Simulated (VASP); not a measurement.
A run of VASP 6.6.1 is set up as follows.

Contents of POSCAR:

```
Sc
1.0
    0.0000000000      2.4162797901      2.4162797901
    2.4162797901      0.0000000000      2.4162797901
    2.4162797901      2.4162797901      0.0000000000
Sc
2
Direct
    1.0000000000      1.0000000000      1.0000000000
    0.2500000000      0.2500000000      0.2500000000
```

File INCAR.step1:

```
ALGO = Normal
EDIFF = 1E-5
ENCUT = 550
GGA = PE
GGA_COMPAT = F
ISMEAR = 1
LASPH = T
LCHARG = F
LREAL = F
LWAVE = T
NBANDS = 18
NELM = 120
PREC = Accurate
SIGMA = 0.05
```

The input INCAR.step2:

```
ALGO = Normal
EDIFF = 1E-6
ENCUT = 550
GGA_COMPAT = F
ISIF = 2
ISMEAR = 1
ISTART = 1
LASPH = T
LCHARG = F
LMIXTAU = T
LREAL = F
LWAVE = F
METAGGA = R2SCAN
NBANDS = 18
NELM = 120
PREC = Accurate
SIGMA = 0.05
```

File KPOINTS:

```
k-points
0
Gamma
  11 11 11
```

Potentials or basis: VASP PAW PBE potentials, release 64 (Sc_sv).

Command:

```console
$ cat potpaw_PBE.64/Sc_sv/POTCAR > POTCAR
$ cp INCAR.step1 INCAR
$ mpirun -np 1 vasp_std > vasp.out
$ cp INCAR.step2 INCAR
$ mpirun -np 1 vasp_std > vasp.out
```

(1) What does it give for the pressure?

(2) Predict the band gap on the k mesh.

Answers

(1) 50.5 GPa.

(2) zero (bands 11 and 12 overlap by 0.98 eV).

Caveat: atoms lie so close that the PAW spheres overlap strongly, which falsifies energies and pressures; the cell stands under pressure; the PAW data sets were made with another functional, which shifts forces and pressure a little.
